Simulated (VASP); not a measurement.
Set up this calculation in VASP 6.6.1, as the native input.

| Property | Result |
| --- | --- |
| Task | single point |
| Functional | PBE |
| Potentials or basis | VASP PAW PBE potentials, release 64 (Au) |
| Cutoff | 520 eV |
| k mesh | 8 × 8 × 8 |
| Occupations | gaussian, width 0.1 eV |
| Spin | no spin polarisation |
| Dipole correction | no |
| Further INCAR settings | ALGO = Normal; EDIFF = 1e-06; NBANDS = 12 |

The structure of Au lies in POSCAR:

```
Au
1.0
    0.0000000000      2.0350000000      2.0350000000
    2.0350000000      0.0000000000      2.0350000000
    2.0350000000      2.0350000000      0.0000000000
Au
1
Direct
    0.0000000000      0.0000000000      0.0000000000
```

These files were run (other wordings do the same):

INCAR

```
PREC = Accurate
ENCUT = 520
EDIFF = 1E-6
ISMEAR = 0
SIGMA = 0.1
LREAL = False
LASPH = True
NELM = 60
ALGO = Normal
ISIF = 2
LWAVE = False
LCHARG = True
GGA = PE
LELF = True
LVHAR = True
NBANDS = 12
```

KPOINTS

```
regular mesh
0
Gamma
  8 8 8
```

Potentials or basis: VASP PAW PBE potentials, release 64 (Au).

Run with:

```bash
$ cat potpaw_PBE.64/Au/POTCAR > POTCAR
$ mpirun -np 1 vasp_std > vasp.out
```

Results of the run:

The pressure is 11.5 GPa.

Run time: 3.5 s on 1 thread of Intel(R) Xeon(R) Platinum 8559C (Emerald Rapids), with other jobs on the host, peak memory 0.14 GiB.
